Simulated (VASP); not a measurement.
Wanted: the native input for a VASP 6.6.1 run.

| Item | Value |
| --- | --- |
| Task | single point |
| Functional | PBE |
| Potentials or basis | VASP PAW PBE potentials, release 64 (Ga_d, Sb) |
| Cutoff | 520 eV |
| k mesh | 24 × 24 × 24 |
| Occupations | gaussian, width 0.15 eV |
| Spin | no spin polarisation |
| Dipole correction | no |
| Further INCAR settings | ALGO = Normal; EDIFF = 1e-06; NBANDS = 16 |

The structure of GaSb lies in POSCAR:

```
GaSb
1.0
   -2.7211176026      2.7211176026      1.6333594383
    2.7211176026     -2.7211176026      1.6333594383
    2.7211176026      2.7211176026     -1.6333594383
Ga Sb
1 1
Direct
    0.2500000000      0.7500000000      0.5000000000
    0.0000000000      0.0000000000      0.0000000000
```

This cell differs from its parent crystal: ratio of the length along z to the lengths across it x 1.05, volume and fractional coordinates fixed.

The input as run:

INCAR

```
  PREC = Accurate
  ENCUT = 520
  EDIFF = 1E-6
  ISMEAR = 0
  SIGMA = 0.15
  LREAL = False
  LASPH = True
  NELM = 60
  ALGO = Normal
  ISIF = 2
  LWAVE = False
  LCHARG = True
  GGA = PE
  LELF = True
  LVHAR = True
  NBANDS = 16
```

KPOINTS

```
Automatic mesh
0
Gamma
  24 24 24
```

Potentials or basis: VASP PAW PBE potentials, release 64 (Ga_d, Sb).

Launch:

```sh
$ cat potpaw_PBE.64/Ga_d/POTCAR potpaw_PBE.64/Sb/POTCAR > POTCAR
$ mpirun -np 1 vasp_std > vasp.out
```

It gave:

| Quantity | Value |
| --- | --- |
| Pressure | 0.4 GPa |
| Band gap on the k mesh | zero (bands 9 and 10 overlap by 4.86 eV) |

Caveat: spin-orbit coupling is left out, which moves the levels of the heavy elements.

Run time: 3.8 min on 1 thread of AMD EPYC 9R45 96-Core Processor (Zen 5), with other jobs on the host, peak memory 0.86 GiB.
